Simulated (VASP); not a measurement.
Set up this calculation in VASP 6.6.1, as the native input.

| Quantity | Value |
| --- | --- |
| Task | electric field gradients |
| Functional | LDA |
| Potentials or basis | VASP PAW LDA potentials, release 64 (Mg, S) |
| Cutoff | 520 eV |
| k mesh | 8 × 8 × 8 |
| Occupations | fermi-dirac, width 0.01 eV |
| Spin | no spin polarisation |
| Dipole correction | no |
| Further INCAR settings | ALGO = Normal; EDIFF = 1e-08; NBANDS = 11 |

The structure of MgS lies in POSCAR:

```
MgS
1.0
    0.0000000000      2.6526756994      2.6526756994
    2.6526756994      0.0000000000      2.6526756994
    2.6526756994      2.6526756994      0.0000000000
Mg S
1 1
Direct
    0.0000000000      0.0000000000      0.0000000000
    0.5000000000      0.5000000000      0.5000000000
```

This cell differs from its parent crystal: volume scaled by 1.06.

These files were run (other wordings do the same):

INCAR

```
PREC = Accurate
ENCUT = 520
EDIFF = 1E-8
ISMEAR = -1
SIGMA = 0.01
LREAL = False
LASPH = True
NELM = 60
ALGO = Normal
ISIF = 2
LWAVE = False
LCHARG = False
GGA = CA
LEFG = True
NBANDS = 11
```

KPOINTS

```
Automatic mesh
0
Gamma
  8 8 8
```

Potentials or basis: VASP PAW LDA potentials, release 64 (Mg, S).

Launch:

```sh
$ cat potpaw_LDA.64/Mg/POTCAR potpaw_LDA.64/S/POTCAR > POTCAR
$ mpirun -np 1 vasp_std > vasp.out
```

It gave:

| Quantity | Value |
| --- | --- |
| Pressure | -7.4 GPa |
| Band gap on the k mesh | 2.43 eV, indirect (least direct gap 3.05 eV) |

Caveat: without QUAD_EFG the Cq values of the log hold for a quadrupole moment of 1 mb, not for the nuclei.

Run time: 25 s on 1 thread of Intel Xeon 8259CL, on a shared host, peak memory 0.14 GiB.
